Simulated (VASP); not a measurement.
# MgO (Cm) in VASP: a series of runs

MgO is run at these levels: PBEsol; tasks: single point.

Everything below comes from runs of VASP 6.6.1. Logs are shortened: lines on timing, memory, paths and dates and some standing lists are left out, and cuts for length are marked.

## (1) The cell of the first run

It takes space group Cm (No. 8, monoclinic). The conventional cell has a = 5.961 Å, b = 5.961 Å, c = 4.215 Å, α = 90.00°, β = 90.00°, γ = 90.00°. Within 2.4 Å of Mg (site symmetry m) lie 3 O at 1.84 to 1.86 Å. Within 2.8 Å of Mg (site symmetry m) lie 6 O at 2.11 Å and 1 Mg at 2.58 Å. Mg (site symmetry 1) has 6 O at 2.11 Å and 1 Mg at 2.56 Å within 2.8 Å. O (site symmetry 1) has 6 Mg at 1.86 to 2.45 Å within 2.5 Å. O (site symmetry m) has 5 Mg at 1.84 to 2.11 Å within 2.4 Å. Within 2.8 Å of O (site symmetry m) lie 6 Mg at 2.11 Å.

## (2) Single point, PBEsol (atom 1 (Mg) moved by -0.424 Å along [1 1 0] and -0.318 Å along [0 0 1])

Input file INCAR:

```
SYSTEM = MgO
ALGO = Normal
EDIFF = 1E-6
ENCUT = 520
GGA = PS
ISIF = 2
ISMEAR = 0
LASPH = .True.
LCHARG = .False.
LREAL = .False.
LWAVE = .False.
NBANDS = 26
NELM = 60
PREC = Accurate
SIGMA = 0.05
```

Input file KPOINTS:

```
k-points
0
Gamma
  6 6 6
  0 0 0
```

Input file POSCAR:

```
MgO
1.0
    4.2149416169      0.0000000000      0.0000000000
    0.0000000000     -4.2149416169      0.0000000000
    0.0000000000      0.0000000000     -4.2149416169
Mg O
4 4
Direct
   -0.0711310624      0.0711310624      0.0754458849
    0.5000000000      0.5000000000      0.0000000000
    0.5000000000      0.0000000000      0.5000000000
    0.0000000000      0.5000000000      0.5000000000
    0.5000000000      0.0000000000      0.0000000000
    0.0000000000      0.5000000000      0.0000000000
    0.0000000000      0.0000000000      0.5000000000
    0.5000000000      0.5000000000      0.5000000000
```

Potentials or basis: VASP PAW PBE potentials, release 64 (Mg, O).

Command:

```sh
$ cat potpaw_PBE.64/Mg/POTCAR potpaw_PBE.64/O/POTCAR > POTCAR
$ mpirun -np 1 vasp_std > vasp.out
```

OUTCAR:

```text
SYSTEM = MgO
   EDIFF = 1E-6
   ENCUT = 520
   GGA = PS
   ISIF = 2
   ISMEAR = 0
   LASPH = .True.
   LREAL = .False.
   NELM = 60
   PREC = Accurate

 ion  position               nearest neighbor table
   1  0.929  0.071  0.075-   7 1.84   6 1.86   5 1.86   5 2.45   6 2.45   7 2.46   4 2.56   3 2.56
                             2 2.58   4 3.01   3 3.01   2 3.03   2 3.03   3 3.04   4 3.04   2 3.42
   2  0.500  0.500  0.000-   5 2.11   6 2.11   8 2.11   8 2.11   5 2.11   6 2.11   1 2.58   4 2.98
                             4 2.98   3 2.98   3 2.98   3 2.98   4 2.98   3 2.98   4 2.98   1 3.03
   3  0.500  0.000  0.500-   5 2.11   7 2.11   8 2.11   5 2.11   8 2.11   7 2.11   1 2.56   4 2.98
                             2 2.98   4 2.98   2 2.98   2 2.98   4 2.98   2 2.98   4 2.98   1 3.01
   4  0.000  0.500  0.500-   6 2.11   7 2.11   8 2.11   6 2.11   7 2.11   8 2.11   1 2.56   3 2.98
                             3 2.98   2 2.98   2 2.98   3 2.98   2 2.98   2 2.98   3 2.98   1 3.01
   5  0.500  0.000  0.000-   1 1.86   2 2.11   3 2.11   3 2.11   2 2.11   1 2.45
   6  0.000  0.500  0.000-   1 1.86   2 2.11   4 2.11   4 2.11   2 2.11   1 2.45
   7  0.000  0.000  0.500-   1 1.84   3 2.11   4 2.11   4 2.11   3 2.11   1 2.46
   8  0.500  0.500  0.500-   2 2.11   3 2.11   4 2.11   2 2.11   3 2.11   4 2.11

  LATTYP: Found a simple cubic cell.
 ALAT       =     4.2149416169

  Lattice vectors:

 A1 = (   4.2149416169,   0.0000000000,   0.0000000000)
 A2 = (   0.0000000000,  -4.2149416169,   0.0000000000)
 A3 = (   0.0000000000,   0.0000000000,  -4.2149416169)

Analysis of symmetry for initial positions (statically):
=====================================================================
 Subroutine PRICEL returns:
 Original cell was already a primitive cell.

 Routine SETGRP: Setting up the symmetry group for a
 simple cubic supercell.

 Subroutine GETGRP returns: Found  2 space group operations
 (whereof  2 operations were pure point group operations)
 out of a pool of 48 trial point group operations.

The static configuration has the point symmetry C_1h.

Analysis of symmetry for dynamics (positions and initial velocities):
=====================================================================
 Subroutine PRICEL returns:
 Original cell was already a primitive cell.

 Routine SETGRP: Setting up the symmetry group for a
 simple cubic supercell.

 Subroutine GETGRP returns: Found  2 space group operations
 (whereof  2 operations were pure point group operations)
 out of a pool of 48 trial point group operations.

The dynamic configuration has the point symmetry C_1h.

 Subroutine INISYM returns: Found  2 space group operations
 (whereof  2 operations are pure point group operations),
 and found     1 'primitive' translations

----------------------------------------------------------------------------------------

                                     Primitive cell

  volume of cell :      74.8815

  direct lattice vectors                    reciprocal lattice vectors
     4.214941617  0.000000000  0.000000000     0.237251210  0.000000000  0.000000000
     0.000000000 -4.214941617  0.000000000     0.000000000 -0.237251210  0.000000000
     0.000000000  0.000000000 -4.214941617     0.000000000  0.000000000 -0.237251210

  length of vectors
     4.214941617  4.214941617  4.214941617     0.237251210  0.237251210  0.237251210

  position of ions in fractional coordinates (direct lattice)
     0.928868938  0.071131062  0.075445885
     0.500000000  0.500000000  0.000000000
     0.500000000  0.000000000  0.500000000
     0.000000000  0.500000000  0.500000000
     0.500000000  0.000000000  0.000000000
     0.000000000  0.500000000  0.000000000
     0.000000000  0.000000000  0.500000000
     0.500000000  0.500000000  0.500000000

  ion indices of the primitive-cell ions
   primitive index   ion index
                 1           1
                 2           2
                 3           3
                 4           4
                 5           5
                 6           6
                 7           7
                 8           8

----------------------------------------------------------------------------------------

 KPOINTS: k-points

Automatic generation of k-mesh.
 Grid dimensions read from file:
 generate k-points for:    6    6    6

 Generating k-lattice:

  Cartesian coordinates                     Fractional coordinates (reciprocal lattice)
     0.039541868  0.000000000  0.000000000     0.166666667  0.000000000  0.000000000
     0.000000000 -0.039541868  0.000000000     0.000000000  0.166666667  0.000000000
     0.000000000  0.000000000 -0.039541868     0.000000000  0.000000000  0.166666667

  Length of vectors
     0.039541868  0.039541868  0.039541868

  Shift w.r.t. Gamma in fractional coordinates (k-lattice)
     0.000000000  0.000000000  0.000000000

 Subroutine IBZKPT returns following result:
 ===========================================

 Found     68 irreducible k-points:

 Following reciprocal coordinates:
            Coordinates               Weight
  0.000000  0.000000  0.000000      1.000000
  0.166667  0.000000  0.000000      4.000000
  0.000000  0.000000  0.166667      2.000000
  0.333333  0.000000  0.000000      4.000000
  0.000000  0.000000  0.333333      2.000000
  0.500000  0.000000  0.000000      2.000000
[... 16 lines left out ...]
  0.333333  0.000000  0.333333      4.000000
 -0.333333  0.333333  0.000000      2.000000
 [... further k-points ...]
   k-points           NKPTS =     68   k-points in BZ     NKDIM =     68   number of bands    NBANDS=     26
   number of dos      NEDOS =    301   number of ions     NIONS =      8
   total plane-waves  NPLWV =  32768
   dimension x,y,z NGX =    32 NGY =   32 NGZ =   32
   dimension x,y,z NGXF=    64 NGYF=   64 NGZF=   64
   ions per type =               4   4
   NGX,Y,Z   is equivalent  to a cutoff of  12.62, 12.62, 12.62 a.u.
   NGXF,Y,Z  is equivalent  to a cutoff of  25.24, 25.24, 25.24 a.u.
 SYSTEM =  MgO
   PREC   = accura    normal or accurate (medium, high low for compatibility)
   ISTART =      0    job   : 0-new  1-cont  2-samecut
   ICHARG =      2    charge: 1-file 2-atom 10-const
   ISPIN  =      1    spin polarized calculation?
   LNONCOLLINEAR =      F non collinear calculations
   LSORBIT =      F    spin-orbit coupling
   LASPH  =      T    aspherical Exc in radial PAW
   ENCUT  =  520.0 eV  38.22 Ry    6.18 a.u.   7.84  7.84  7.84*2*pi/ulx,y,z
   NELM   =     60;   NELMIN=  2; NELMDL= -5     # of ELM steps
   EDIFF  = 0.1E-05   stopping-criterion for ELM
   LREAL  =      F    real-space projection
   EDIFFG = 0.1E-04   stopping-criterion for IOM
   NSW    =      0    number of steps for IOM
   IBRION =     -1    ionic relax: 0-MD 1-quasi-New 2-CG
   NFREE  =      0    steps in history (QN), initial steepest desc. (CG)
   ISIF   =      2    stress and relaxation
   ISYM   =      2    0-nonsym 1-usesym 2-fastsym
   POTIM  = 0.5000    time-step for ionic-motion
   TEBEG  =    0.0;   TEEND  =   0.0 temperature during run
   PSTRESS=    0.0 pullay stress
   NELECT =      32.0000    total number of electrons
   NUPDOWN=      -1.0000    fix difference up-down
   EMIN   =  10.00;   EMAX   =-10.00  energy-range for DOS
   EFERMI =   0.00;   METHOD = LEGACY
   ISMEAR =     0;   SIGMA  =   0.05  broadening in eV -4-tet -1-fermi 0-gaus
   EFERMI_NEDOS =   21; number of points for ismear=-14 and -15
   IALGO  =     38    algorithm
   IMIX   =      4    mixing-type and parameters
     AMIX     =   0.40;   BMIX     =  1.00
     AMIX_MAG =   1.60;   BMIX_MAG =  1.00
  volume/ion in A,a.u.               =       9.36        63.17
  Fermi-wavevector in a.u.,A,eV,Ry     =   1.233105  2.330230 20.688298  1.520547
  Thomas-Fermi vector in A             =   2.367848
   LORBIT       =      0    0 simple, 1 ext, 2 COOP (PROOUT), +10 PAW based schemes
   GGA     = PS    functional components
   LHFCALC =     F    Hartree Fock is set to
   AEXX    =    0.0000 exact exchange contribution
   IVDW    =     0    specifies the selected vdW correction
   LEPSILON=     F    determine dielectric tensor
   LRPA    =     F    only Hartree local field effects (RPA)
 non-spin polarized calculation
 Gauss-broadening in eV      SIGMA  =   0.05
  energy-cutoff  :      520.00
  volume of cell :       74.88
 maximum number of plane-waves:      2040
   NGX = 15   NGY = 15   NGZ = 15

 number of electron      31.9999986 magnetization

 Free energy of the ion-electron system (eV)
  ---------------------------------------------------
  ext. energy  EPLUGINS =         0.00000000
  ---------------------------------------------------
  free energy    TOTEN  =       -48.64525466 eV

  energy without entropy =      -48.64525466  energy(sigma->0) =      -48.64525466

 E-fermi :   3.3417     XC(G=0): -11.2674

 val. band max:        3.0493937972   @ k =   0.0000   0.0000   0.0000
 cond. band min:       7.5786566906   @ k =   0.0000   0.0000   0.0000
 fundamental gap:      4.5292628934
 Fermi energy:         3.3417468390

 k-point     1 :       0.0000    0.0000    0.0000
  band No.  band energies     occupation
      1     -14.2067      2.00000
      2     -12.6862      2.00000
      3     -12.6359      2.00000
      4     -12.6176      2.00000
      5      -1.1757      2.00000
      6      -1.0562      2.00000
[... 18 lines left out ...]
     25      16.0055      0.00000
     26      16.0395      0.00000

 k-point     2 :       0.1667    0.0000    0.0000
  band No.  band energies     occupation
      1     -14.1087      2.00000
      2     -12.7657      2.00000
      3     -12.6408      2.00000
      4     -12.6177      2.00000
      5      -1.0395      2.00000
      6      -0.9185      2.00000
[... 18 lines left out ...]
     25      15.8671      0.00000
[... 608 lines left out ...]
     25      15.3126      0.00000
     26      15.9908      0.00000

 k-point    24 :      -0.3333    0.3333    0.0000
  band No.  band energies     occupation
      1     -13.5270      2.00000
      2     -12.9375      2.00000
      3     -12.8730      2.00000
      4     -12.6741      2.00000
      5      -0.6243      2.00000
      6      -0.5537      2.00000
[... 18 lines left out ...]
     25      15.4099      0.00000
     26      16.1339      0.00000

 [... further k-points ...]
[... 5 lines left out ...]
  --------------------------------------------------------------------------------------
  -------------------------------------------------------------------------------------
  Total        3.2188889      3.2188889      3.6829642     -0.3639318     -0.4191181     -0.4191182
  in kB       68.8718702     68.8718702     78.8013017     -7.7867435     -8.9675198     -8.9675219
  external PRESSURE =      72.1816807 kB  Pullay stress =       0.0000000 kB

 VOLUME and BASIS-vectors are now :
 -----------------------------------------------------------------------------
  energy-cutoff  :      520.00
  volume of cell :       74.88
      direct lattice vectors                 reciprocal lattice vectors
     4.214941617  0.000000000  0.000000000     0.237251210  0.000000000  0.000000000
     0.000000000 -4.214941617  0.000000000     0.000000000 -0.237251210  0.000000000
     0.000000000  0.000000000 -4.214941617     0.000000000  0.000000000 -0.237251210

 POSITION                                       TOTAL-FORCE (eV/Angst)
 -----------------------------------------------------------------------------------
      3.91513     -0.29981     -0.31800         2.965948      2.965948      3.360021
      2.10747     -2.10747      0.00000        -0.897895     -0.897895      0.313945
      2.10747      0.00000     -2.10747        -0.925110      0.303796     -0.959746
      0.00000     -2.10747     -2.10747         0.303796     -0.925110     -0.959746
      2.10747      0.00000      0.00000        -1.124329     -0.244867     -0.262886
      0.00000     -2.10747      0.00000        -0.244867     -1.124329     -0.262886
      0.00000      0.00000     -2.10747        -0.204176     -0.204176     -1.359671
      2.10747     -2.10747     -2.10747         0.126633      0.126633      0.130970
 -----------------------------------------------------------------------------------
    total drift:                               -0.000007     -0.000007     -0.000054

  FREE ENERGIE OF THE ION-ELECTRON SYSTEM (eV)
  ---------------------------------------------------
  free  energy   TOTEN  =       -48.6452546630 eV

  energy  without entropy=      -48.6452546630  energy(sigma->0) =      -48.64525466
```

Wall time 46 s (1 thread of Intel Xeon 6975P-C (Granite Rapids), shared host); peak memory 0.23 GiB.

Results:

```yaml
Free_energy: -48.6453 eV
Pressure: 7.2 GPa
Largest_force: 5.374 eV/Å
Band_gap_on_the_k_mesh: 4.53 eV, direct
```

Forces on the atoms (eV/Å):
```
Mg   2.966  2.966  3.360
Mg  -0.898 -0.898  0.314
Mg  -0.925  0.304 -0.960
Mg   0.304 -0.925 -0.960
O   -1.124 -0.245 -0.263
O   -0.245 -1.124 -0.263
O   -0.204 -0.204 -1.360
O    0.127  0.127  0.131
```

Levels at points of the mesh, in eV from the valence-band top:
```
           k point  band 12  band 13  band 14  band 15  band 16  band 17  band 18  band 19  band 20  band 21
(0.00, 0.00, 0.00)    -1.33    -1.33    -0.12    -0.12     0.00     4.53     8.48     9.03     9.04     9.64
(0.50, 0.00, 0.00)    -1.71    -0.86    -0.84    -0.81    -0.67     7.68     8.01    10.16    10.93    11.16
(0.00, 0.00, 0.50)    -1.71    -0.87    -0.85    -0.80    -0.66     7.66     8.01    10.15    10.96    11.14
(0.50, 0.50, 0.00)    -1.79    -0.80    -0.79    -0.76    -0.44     8.83     9.25     9.34     9.59    10.86
(0.00, 0.50, 0.50)    -1.78    -0.80    -0.78    -0.75    -0.44     8.82     9.25     9.34     9.60    10.85
(0.50, 0.50, 0.50)    -0.77    -0.76    -0.72    -0.44    -0.42     7.39     7.76     7.77     7.83    11.86
```

Caveat: the cell differs from its parent crystal (atom 1 (Mg) moved by -0.424 Å along [1 1 0] and -0.318 Å along [0 0 1]); the PAW data sets were made with another functional, which shifts forces and pressure a little.

[end of part 1 of 2]
